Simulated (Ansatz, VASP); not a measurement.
# Cu in VASP and in Ansatz

File INCAR:

```
PREC = Accurate ; ENCUT = 520
EDIFF = 1E-6 ; ISMEAR = -1
SIGMA = 0.1 ; LREAL = F
LASPH = T ; NELM = 100
ALGO = Normal ; ISIF = 2
LWAVE = F ; LCHARG = F
GGA = PS ; NBANDS = 12
```

Contents of KPOINTS:

```
regular mesh
0
Gamma
  15 15 15
```

POSCAR

```
Cu
1.0
    2.2949379888      0.0000000000      0.0000000000
    0.0000000000      2.2949379888      0.0000000000
    0.0000000000      0.0000000000      2.2949379888
Cu
1
Direct
    0.0000000000      0.0000000000      0.0000000000
```

Input for Ansatz:

```yaml
crystal:
  lattice:
    - [2.2949379888, 0.0, 0.0]
    - [0.0, 2.2949379888, 0.0]
    - [0.0, 0.0, 2.2949379888]
  atoms:
    - { symbol: Cu, position: [0.0, 0.0, 0.0] }
hamiltonian:
  xc: pbesol
  pseudopotentials:
    kind: paw
    azcp:
      Cu: "pseudopotentials/Cu.paw.azcp"
basis:
  ecutwfc: 420
  fft_grid_basis: typed
kpoints:
  mp_grid: { grid: [15, 15, 15], shift: [0, 0, 0] }
magnetization:
  spin_polarized: false
scf:
  occupations: { method: fermi_dirac, width: 0.1 }
  lower_state_search: "off"
output:
  stress: true
  write_density: true
  write_potential: true
  elf: true
  volumetric_format: npy
```

Alike in both runs: task single point; functional PBEsol; k mesh 15 × 15 × 15; occupations fermi-dirac, width 0.1 eV; no spin polarisation.

```csv
,VASP,Ansatz
version,VASP 6.6.1,Ansatz 0.2.0
potentials or method,"VASP PAW PBE potentials, release 64 (Cu), cutoff 520 eV","plane waves (420 eV) with PAW, scalar-relativistic"
valence electrons in the cell,11,19
```

VASP gave:

| Property | Result |
| --- | --- |
| pressure (GPa) | 13.2 |

Problem. What did Ansatz give for the same quantities?

Solution. Pressure (GPa): 12.6.

VASP's potentials were made for PBE, not for PBEsol, and Ansatz warns of the same on its side. With one functional, cell and mesh, what is left measures potentials, basis and numerics. VASP's potentials hold 11 valence electrons a cell and Ansatz's 19, so a difference there can come from the potentials and not from the codes.
